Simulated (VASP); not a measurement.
A run of VASP 6.6.1 is set up as follows.

Contents of INCAR:

```
SYSTEM = Co
PREC = Accurate
ENCUT = 520
EDIFF = 1E-6
ISMEAR = 0
SIGMA = 0.15
LREAL = .False.
LASPH = .True.
NELM = 150
ALGO = Normal
ISIF = 2
LWAVE = .False.
LCHARG = .False.
ISPIN = 2
MAGMOM = 1.86 1.86
LORBIT = 11
LMAXMIX = 4
GGA = PE
NBANDS = 20
```

File KPOINTS:

```
regular mesh
0
Gamma
  21 21 12
  0 0 0
```

POSCAR

```
Co
1.0
    2.5183000000      0.0000000000      0.0000000000
   -1.2591500000      2.1809117744      0.0000000000
    0.0000000000      0.0000000000      4.5161000000
Co
2
Direct
    0.3333333333      0.6666666667      0.2500000000
    0.6666666667      0.3333333333      0.7500000000
```

Potentials or basis: VASP PAW PBE potentials, release 64 (Co).

Run with:

```console
$ cat potpaw_PBE.64/Co/POTCAR > POTCAR
$ mpirun -np 1 vasp_std > vasp.out
```

What does it give for the pressure?

-18.5 GPa.

What does it give for the site moments?

Co +1.78 μB.

What does it give for the net moment?

3.47 μB per cell.

Stress tensor (GPa, compression positive):
```
-12.80   0.00   0.00
  0.00 -12.80   0.00
  0.00   0.00 -29.96
```

Caveat: the stress differs along the axes, from -30 to -13 GPa.
